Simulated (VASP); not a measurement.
# SnAs: single point with LDA

SnAs:

```xyz
2
Lattice="0.0000 2.8499 2.8499 2.8499 0.0000 2.8499 2.8499 2.8499 0.0000" Properties=species:S:1:pos:R:3 pbc="T T T"
Sn    0.0000    0.0000    0.0000
As    2.8499    2.8499    2.8499
```

- Program: VASP 6.6.1
- Task: single point
- Functional: LDA
- Potentials or basis: VASP PAW LDA potentials, release 64 (Sn_d, As)
- Cutoff: 520 eV
- k mesh: 9 × 9 × 9
- Occupations: fermi-dirac, width 0.1 eV
- Spin: no spin polarisation

```json
{
 "Pressure": "-0.9 GPa",
 "Band gap on the k mesh": "zero (an odd number of electrons rules out a gap without spin polarisation)"
}
```

Levels at points of the mesh, in eV from the Fermi level:
| k point | band 7 | band 8 | band 9 | band 10 | band 11 | band 12 | band 13 | band 14 |
| --- | --- | --- | --- | --- | --- | --- | --- | --- |
| (0.00, 0.00, 0.00) | -2.73 | -1.14 | -1.14 | -1.14 | 5.43 | 5.43 | 5.43 | 6.05 |

Wall time 43 s on 1 thread of Intel Xeon 8259CL, on a shared host, peak memory 0.16 GiB.

Caveat: spin-orbit coupling is left out, which moves the levels of the heavy elements.
